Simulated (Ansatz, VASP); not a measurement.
**LiF in VASP and in Ansatz**

```
Li F
1.0
     0.00000    1.95358    2.01400
     1.95358    0.00000    2.01400
     1.95358    1.95358    0.00000
Li F
1 1
Direct
  0.00000 0.00000 0.00000
  0.50000 0.50000 0.50000
```

Change from the starting cell: strain -0.0300 x Voigt [1, 1, 0, 0, 0, 0], atoms carried along.

Alike in both runs: task single point; functional r2SCAN; k mesh 10 × 10 × 10; occupations gaussian, width 0.05 eV; no spin polarisation.

|  | VASP | Ansatz |
| --- | --- | --- |
| version | VASP 6.6.1 | Ansatz 0.2.0 |
| potentials or method | VASP PAW PBE potentials, release 64 (Li_sv, F), cutoff 520 eV | scalar-relativistic, plane waves, PAW |
| valence electrons in the cell | 10 | 10 |

Ansatz gave:

```
gap on the k mesh at the Fermi level (eV) : 10.60
least direct gap on the mesh (eV)         : 10.60
```

Which values does VASP return?

gap on the k mesh at the Fermi level (eV): 10.83; least direct gap on the mesh (eV): 10.83.

VASP's potentials were made for PBE, not for r2SCAN. With one functional, cell and mesh, what is left measures potentials, basis and numerics.

Noted on VASP's run: the cutoff is short for stress, so the pressure is rough.
